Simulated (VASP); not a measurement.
# Y (Fm-3m) in VASP: notebook

Runs on Y. Level: LDA. Tasks: single point.

Program: VASP 6.6.1. These are calculated values, not measurements. Logs are shortened: lines on timing, memory, paths and dates and some standing lists are left out, and cuts for length are marked.

## (1) The cell of the first run

It takes space group Fm-3m (No. 225, cubic). Conventional cell: a = 3.653 Å, b = 3.653 Å, c = 3.653 Å, α = 90.00°, β = 90.00°, γ = 90.00°. Within 3.4 Å of Y (site symmetry m-3m) lie 12 Y at 2.58 Å.

## (2) Single point, LDA

File INCAR:

```
PREC = Accurate
ENCUT = 520
EDIFF = 1E-7
ISMEAR = -1
SIGMA = 0.05
LREAL = F
LASPH = T
NELM = 100
ALGO = Normal
ISIF = 2
LWAVE = F
LCHARG = T
GGA = CA
LELF = T
LVHAR = T
NBANDS = 12
```

File KPOINTS:

```
Automatic mesh
0
Gamma
  18 18 18
```

File POSCAR:

```
Y
1.0
    0.0000000000      1.8266843094      1.8266843094
    1.8266843094      0.0000000000      1.8266843094
    1.8266843094      1.8266843094      0.0000000000
Y
1
Direct
    0.0000000000      0.0000000000      0.0000000000
```

Potentials or basis: VASP PAW LDA potentials, release 64 (Y_sv).

Run with:

```
cat potpaw_LDA.64/Y_sv/POTCAR > POTCAR
mpirun -np 1 vasp_std > vasp.out
```

OUTCAR:

```text
PREC = Accurate
   ENCUT = 520
   EDIFF = 1E-7
   ISMEAR = -1
   LREAL = F
   LASPH = T
   NELM = 100
   ISIF = 2
   GGA = CA

 ion  position               nearest neighbor table
   1  0.000  0.000  0.000-

  LATTYP: Found a face centered cubic cell.
 ALAT       =     3.6533686188

  Lattice vectors:

 A1 = (   0.0000000000,   1.8266843094,   1.8266843094)
 A2 = (   1.8266843094,   0.0000000000,   1.8266843094)
 A3 = (   1.8266843094,   1.8266843094,   0.0000000000)

Analysis of symmetry for initial positions (statically):
=====================================================================
 Subroutine PRICEL returns:
 Original cell was already a primitive cell.

 Routine SETGRP: Setting up the symmetry group for a
 face centered cubic supercell.

 Subroutine GETGRP returns: Found 48 space group operations
 (whereof 48 operations were pure point group operations)
 out of a pool of 48 trial point group operations.

The static configuration has the point symmetry O_h .

Analysis of symmetry for dynamics (positions and initial velocities):
=====================================================================
 Subroutine PRICEL returns:
 Original cell was already a primitive cell.

 Routine SETGRP: Setting up the symmetry group for a
 face centered cubic supercell.

 Subroutine GETGRP returns: Found 48 space group operations
 (whereof 48 operations were pure point group operations)
 out of a pool of 48 trial point group operations.

The dynamic configuration has the point symmetry O_h .

 Subroutine INISYM returns: Found 48 space group operations
 (whereof 48 operations are pure point group operations),
 and found     1 'primitive' translations

----------------------------------------------------------------------------------------

                                     Primitive cell

  volume of cell :      12.1905

  direct lattice vectors                    reciprocal lattice vectors
     0.000000000  1.826684309  1.826684309    -0.273719984  0.273719984  0.273719984
     1.826684309  0.000000000  1.826684309     0.273719984 -0.273719984  0.273719984
     1.826684309  1.826684309  0.000000000     0.273719984  0.273719984 -0.273719984

  length of vectors
     2.583321725  2.583321725  2.583321725     0.474096919  0.474096919  0.474096919

  position of ions in fractional coordinates (direct lattice)
     0.000000000  0.000000000  0.000000000

  ion indices of the primitive-cell ions
   primitive index   ion index
                 1           1

----------------------------------------------------------------------------------------

 KPOINTS: Automatic mesh

Automatic generation of k-mesh.
 Grid dimensions read from file:
 generate k-points for:   18   18   18

 Generating k-lattice:

  Cartesian coordinates                     Fractional coordinates (reciprocal lattice)
    -0.015206666  0.015206666  0.015206666     0.055555556  0.000000000  0.000000000
     0.015206666 -0.015206666  0.015206666     0.000000000  0.055555556  0.000000000
     0.015206666  0.015206666 -0.015206666     0.000000000  0.000000000  0.055555556

  Length of vectors
     0.026338718  0.026338718  0.026338718

  Shift w.r.t. Gamma in fractional coordinates (k-lattice)
     0.000000000  0.000000000  0.000000000

 Subroutine IBZKPT returns following result:
 ===========================================

 Found    195 irreducible k-points:

 Following reciprocal coordinates:
            Coordinates               Weight
  0.000000  0.000000  0.000000      1.000000
  0.055556  0.000000  0.000000      8.000000
  0.111111  0.000000  0.000000      8.000000
  0.166667  0.000000  0.000000      8.000000
  0.222222  0.000000  0.000000      8.000000
  0.277778  0.000000  0.000000      8.000000
[... 16 lines left out ...]
 -0.277778  0.055556  0.000000     24.000000
 -0.222222  0.055556  0.000000     24.000000
 [... further k-points ...]
   k-points           NKPTS =    195   k-points in BZ     NKDIM =    195   number of bands    NBANDS=     12
   number of dos      NEDOS =    301   number of ions     NIONS =      1
   total plane-waves  NPLWV =   8000
   dimension x,y,z NGX =    20 NGY =   20 NGZ =   20
   dimension x,y,z NGXF=    40 NGYF=   40 NGZF=   40
   ions per type =               1
   NGX,Y,Z   is equivalent  to a cutoff of  12.87, 12.87, 12.87 a.u.
   NGXF,Y,Z  is equivalent  to a cutoff of  25.74, 25.74, 25.74 a.u.
 SYSTEM =  unknown system
   PREC   = accura    normal or accurate (medium, high low for compatibility)
   ISTART =      0    job   : 0-new  1-cont  2-samecut
   ICHARG =      2    charge: 1-file 2-atom 10-const
   ISPIN  =      1    spin polarized calculation?
   LNONCOLLINEAR =      F non collinear calculations
   LSORBIT =      F    spin-orbit coupling
   LASPH  =      T    aspherical Exc in radial PAW
   ENCUT  =  520.0 eV  38.22 Ry    6.18 a.u.   4.80  4.80  4.80*2*pi/ulx,y,z
   NELM   =    100;   NELMIN=  2; NELMDL= -5     # of ELM steps
   EDIFF  = 0.1E-06   stopping-criterion for ELM
   LREAL  =      F    real-space projection
   EDIFFG = 0.1E-05   stopping-criterion for IOM
   NSW    =      0    number of steps for IOM
   IBRION =     -1    ionic relax: 0-MD 1-quasi-New 2-CG
   NFREE  =      0    steps in history (QN), initial steepest desc. (CG)
   ISIF   =      2    stress and relaxation
   ISYM   =      2    0-nonsym 1-usesym 2-fastsym
   POTIM  = 0.5000    time-step for ionic-motion
   TEBEG  =    0.0;   TEEND  =   0.0 temperature during run
   PSTRESS=    0.0 pullay stress
   NELECT =      11.0000    total number of electrons
   NUPDOWN=      -1.0000    fix difference up-down
   EMIN   =  10.00;   EMAX   =-10.00  energy-range for DOS
   EFERMI =   0.00;   METHOD = LEGACY
   ISMEAR =    -1;   SIGMA  =   0.05  broadening in eV -4-tet -1-fermi 0-gaus
   EFERMI_NEDOS =   21; number of points for ismear=-14 and -15
   IALGO  =     38    algorithm
   IMIX   =      4    mixing-type and parameters
     AMIX     =   0.40;   BMIX     =  1.00
     AMIX_MAG =   1.60;   BMIX_MAG =  1.00
  volume/ion in A,a.u.               =      12.19        82.27
  Fermi-wavevector in a.u.,A,eV,Ry     =   1.581972  2.989494 34.050438  2.502637
  Thomas-Fermi vector in A             =   2.681966
   LORBIT       =      0    0 simple, 1 ext, 2 COOP (PROOUT), +10 PAW based schemes
   GGA     = CA    functional components
   LHFCALC =     F    Hartree Fock is set to
   AEXX    =    0.0000 exact exchange contribution
   IVDW    =     0    specifies the selected vdW correction
   LEPSILON=     F    determine dielectric tensor
   LRPA    =     F    only Hartree local field effects (RPA)
 non-spin polarized calculation
  energy-cutoff  :      520.00
  volume of cell :       12.19
 maximum number of plane-waves:       342
   NGX =  9   NGY =  9   NGZ =  9

 number of electron      11.0000001 magnetization

 Free energy of the ion-electron system (eV)
  ---------------------------------------------------
  ext. energy  EPLUGINS =         0.00000000
  ---------------------------------------------------
  free energy    TOTEN  =        -2.51041529 eV

  energy without entropy =       -2.50364049  energy(sigma->0) =       -2.50702789

 E-fermi :   9.9170     XC(G=0): -14.3399

 val. band max:        9.8881884374   @ k =  -0.2778   0.2222   0.0556
 cond. band min:       9.9266025527   @ k =   0.3333   0.1667   0.0000
 fundamental gap:      0.0384141153
 Fermi energy:         9.9170037366

 k-point     1 :       0.0000    0.0000    0.0000
  band No.  band energies     occupation
      1     -33.8132      2.00000
      2      -8.9096      2.00000
      3      -8.9096      2.00000
      4      -8.9096      2.00000
      5       7.4904      2.00000
      6      11.8828      0.00000
      7      11.8828      0.00000
      8      11.8828      0.00000
      9      17.8522      0.00000
     10      17.8522      0.00000
     11      20.9414      0.00000
     12      28.2923      0.00000

 k-point     2 :       0.0556    0.0000    0.0000
  band No.  band energies     occupation
      1     -33.7582      2.00000
      2      -9.2051      2.00000
      3      -8.9408      2.00000
      4      -8.9408      2.00000
      5       7.7605      2.00000
      6      11.6574      0.00000
      7      11.9971      0.00000
      8      11.9971      0.00000
      9      17.6264      0.00000
     10      17.6264      0.00000
     11      21.4924      0.00000
     12      27.6806      0.00000

 k-point     3 :       0.1111    0.0000    0.0000
  band No.  band energies     occupation
      1     -33.5967      2.00000
      2     -10.0098      2.00000
      3      -9.0290      2.00000
      4      -9.0290      2.00000
      5       8.3591      2.00000
      6      11.2966      0.00000
      7      12.2925      0.00000
      8      12.2925      0.00000
      9      17.1281      0.00000
     10      17.1281      0.00000
     11      22.8314      0.00000
     12      26.5916      0.00000
[... 286 lines left out ...]
 k-point    23 :      -0.2778    0.0556    0.0000
  band No.  band energies     occupation
      1     -32.4606      2.00000
      2     -14.0502      2.00000
      3      -9.8648      2.00000
      4      -9.4252      2.00000
      5       7.6749      2.00000
      6      12.0576      0.00000
      7      12.2450      0.00000
      8      14.5237      0.00000
      9      17.2248      0.00000
     10      19.7847      0.00000
     11      22.4750      0.00000
     12      32.9265      0.00000

 k-point    24 :      -0.2222    0.0556    0.0000
  band No.  band energies     occupation
      1     -32.8428      2.00000
      2     -12.8489      2.00000
      3      -9.7025      2.00000
      4      -9.2580      2.00000
      5       8.2334      2.00000
      6      12.3378      0.00000
      7      12.6283      0.00000
      8      13.1463      0.00000
      9      16.1600      0.00000
     10      18.5133      0.00000
     11      23.2013      0.00000
     12      29.9035      0.00000

 [... further k-points ...]

------------------------ aborting loop because EDIFF is reached ----------------------------------------

  FORCE on cell =-STRESS in cart. coord.  units (eV):
  Direction    XX          YY          ZZ          XY          YZ          ZX
  --------------------------------------------------------------------------------------
  -------------------------------------------------------------------------------------
  Total       12.2770590     12.2770590     12.2770590      0.0000000      0.0000000     -0.0000000
  in kB     1613.5574616   1613.5574616   1613.5574616      0.0000000      0.0000000     -0.0000000
  external PRESSURE =    1613.5574616 kB  Pullay stress =       0.0000000 kB

 VOLUME and BASIS-vectors are now :
 -----------------------------------------------------------------------------
  energy-cutoff  :      520.00
  volume of cell :       12.19
      direct lattice vectors                 reciprocal lattice vectors
     0.000000000  1.826684309  1.826684309    -0.273719984  0.273719984  0.273719984
     1.826684309  0.000000000  1.826684309     0.273719984 -0.273719984  0.273719984
     1.826684309  1.826684309  0.000000000     0.273719984  0.273719984 -0.273719984

 POSITION                                       TOTAL-FORCE (eV/Angst)
 -----------------------------------------------------------------------------------
      0.00000      0.00000      0.00000         0.000000      0.000000      0.000000
 -----------------------------------------------------------------------------------
    total drift:                                0.000000     -0.000000     -0.000000

  FREE ENERGIE OF THE ION-ELECTRON SYSTEM (eV)
  ---------------------------------------------------
  free  energy   TOTEN  =        -2.5104152857 eV

  energy  without entropy=       -2.5036404930  energy(sigma->0) =       -2.50702789
```

Wall time 11 s (1 thread of Intel Xeon 6975P-C (Granite Rapids), shared host); peak memory 0.16 GiB.

Results:

* Free energy: -2.5104 eV
* Pressure: 161.4 GPa

Levels at points of the mesh, in eV from the Fermi level:
```csv
k point,band 3,band 4,band 5,band 6,band 7,band 8
"(0.00, 0.00, 0.00)",-18.83,-18.83,-2.43,1.97,1.97,1.97
"(0.50, 0.00, 0.00)",-19.75,-19.75,-3.51,1.29,1.29,7.69
"(0.50, 0.50, 0.00)",-21.55,-21.55,-6.03,-4.96,12.87,13.34
```

## (3) Single point, LDA

File INCAR:

```
  PREC = Accurate
  ENCUT = 520
  EDIFF = 1E-6
  ISMEAR = -1
  SIGMA = 0.05
  LREAL = False
  LASPH = True
  NELM = 60
  ALGO = Normal
  ISIF = 2
  LWAVE = False
  LCHARG = False
  NBANDS = 12
```

KPOINTS is that of step 2.

File POSCAR:

```
Y
1.0
    0.0000000000      1.8268216541      1.8268216541
    1.8268216541      0.0000000000      1.8268216541
    1.8268216541      1.8268216541      0.0000000000
Y
1
Direct
    0.0000000000      0.0000000000      0.0000000000
```

Potentials or basis: VASP PAW LDA potentials, release 64 (Y_sv).

Run with:

```
cat potpaw_LDA.64/Y_sv/POTCAR > POTCAR
mpirun -np 1 vasp_std > vasp.out
```

OUTCAR:

```text
PREC = Accurate
   ENCUT = 520
   EDIFF = 1E-6
   ISMEAR = -1
   LREAL = False
   LASPH = True
   NELM = 60
   ISIF = 2

 ion  position               nearest neighbor table
   1  0.000  0.000  0.000-

  LATTYP: Found a face centered cubic cell.
 ALAT       =     3.6536433082

  Lattice vectors:

 A1 = (   0.0000000000,   1.8268216541,   1.8268216541)
 A2 = (   1.8268216541,   0.0000000000,   1.8268216541)
 A3 = (   1.8268216541,   1.8268216541,   0.0000000000)

Analysis of symmetry for initial positions (statically):
=====================================================================
 Subroutine PRICEL returns:
 Original cell was already a primitive cell.

 Routine SETGRP: Setting up the symmetry group for a
 face centered cubic supercell.

 Subroutine GETGRP returns: Found 48 space group operations
 (whereof 48 operations were pure point group operations)
 out of a pool of 48 trial point group operations.

The static configuration has the point symmetry O_h .

Analysis of symmetry for dynamics (positions and initial velocities):
=====================================================================
 Subroutine PRICEL returns:
 Original cell was already a primitive cell.

 Routine SETGRP: Setting up the symmetry group for a
 face centered cubic supercell.

 Subroutine GETGRP returns: Found 48 space group operations
 (whereof 48 operations were pure point group operations)
 out of a pool of 48 trial point group operations.

The dynamic configuration has the point symmetry O_h .

 Subroutine INISYM returns: Found 48 space group operations
 (whereof 48 operations are pure point group operations),
 and found     1 'primitive' translations

----------------------------------------------------------------------------------------

                                     Primitive cell

  volume of cell :      12.1932

  direct lattice vectors                    reciprocal lattice vectors
     0.000000000  1.826821654  1.826821654    -0.273699405  0.273699405  0.273699405
[... 110 lines left out ...]
   LHFCALC =     F    Hartree Fock is set to
   AEXX    =    0.0000 exact exchange contribution
   IVDW    =     0    specifies the selected vdW correction
   LEPSILON=     F    determine dielectric tensor
   LRPA    =     F    only Hartree local field effects (RPA)
 non-spin polarized calculation
  energy-cutoff  :      520.00
  volume of cell :       12.19
 maximum number of plane-waves:       342
   NGX =  9   NGY =  9   NGZ =  9

 number of electron      11.0000001 magnetization

 Free energy of the ion-electron system (eV)
  ---------------------------------------------------
  ext. energy  EPLUGINS =         0.00000000
  ---------------------------------------------------
  free energy    TOTEN  =        -2.51318405 eV

  energy without entropy =       -2.50640576  energy(sigma->0) =       -2.50979490

 E-fermi :   9.9147     XC(G=0): -14.3386

 val. band max:        9.8857544036   @ k =  -0.2778   0.2222   0.0556
 cond. band min:       9.9244437343   @ k =   0.3333   0.1667   0.0000
 fundamental gap:      0.0386893307
 Fermi energy:         9.9146581520

 k-point     1 :       0.0000    0.0000    0.0000
  band No.  band energies     occupation
      1     -33.8137      2.00000
      2      -8.9130      2.00000
      3      -8.9130      2.00000
      4      -8.9130      2.00000
      5       7.4858      2.00000
      6      11.8807      0.00000
      7      11.8807      0.00000
      8      11.8807      0.00000
      9      17.8488      0.00000
     10      17.8488      0.00000
     11      20.9390      0.00000
     12      28.2887      0.00000
[... 331 lines left out ...]
 k-point    24 :      -0.2222    0.0556    0.0000
  band No.  band energies     occupation
      1     -32.8438      2.00000
      2     -12.8505      2.00000
      3      -9.7054      2.00000
      4      -9.2612      2.00000
      5       8.2309      2.00000
      6      12.3352      0.00000
      7      12.6262      0.00000
      8      13.1422      0.00000
      9      16.1571      0.00000
     10      18.5095      0.00000
     11      23.1983      0.00000
     12      29.8991      0.00000

 [... further k-points ...]

------------------------ aborting loop because EDIFF is reached ----------------------------------------

  FORCE on cell =-STRESS in cart. coord.  units (eV):
  Direction    XX          YY          ZZ          XY          YZ          ZX
  --------------------------------------------------------------------------------------
  -------------------------------------------------------------------------------------
  Total       12.2708314     12.2708314     12.2708314      0.0000000      0.0000000     -0.0000000
  in kB     1612.3752551   1612.3752551   1612.3752551      0.0000000      0.0000000     -0.0000000
  external PRESSURE =    1612.3752551 kB  Pullay stress =       0.0000000 kB

 VOLUME and BASIS-vectors are now :
 -----------------------------------------------------------------------------
  energy-cutoff  :      520.00
  volume of cell :       12.19
      direct lattice vectors                 reciprocal lattice vectors
     0.000000000  1.826821654  1.826821654    -0.273699405  0.273699405  0.273699405
     1.826821654  0.000000000  1.826821654     0.273699405 -0.273699405  0.273699405
     1.826821654  1.826821654  0.000000000     0.273699405  0.273699405 -0.273699405

 POSITION                                       TOTAL-FORCE (eV/Angst)
 -----------------------------------------------------------------------------------
      0.00000      0.00000      0.00000         0.000000      0.000000      0.000000
 -----------------------------------------------------------------------------------
    total drift:                                0.000000     -0.000000      0.000000

  FREE ENERGIE OF THE ION-ELECTRON SYSTEM (eV)
  ---------------------------------------------------
  free  energy   TOTEN  =        -2.5131840453 eV

  energy  without entropy=       -2.5064057571  energy(sigma->0) =       -2.50979490
```

stdout:

```text
POSCAR found type information on POSCAR Y
 POSCAR found :  1 types and       1 ions
 scaLAPACK will be used
 LDA part: xc-table for (Slater(with rela. corr.)+CA(PZ))
 , standard interpolation
 POSCAR, INCAR and KPOINTS ok, starting setup
 FFT: planning ... GRIDC
 FFT: planning ... GRID_SOFT
 FFT: planning ... GRID
 WAVECAR not read
 entering main loop
```

Run time: 11 s. Hardware: 1 thread of Intel Xeon 6975P-C (Granite Rapids), shared host; peak memory 0.15 GiB.

What came out:

* Free energy: -2.5132 eV
* Pressure: 161.2 GPa
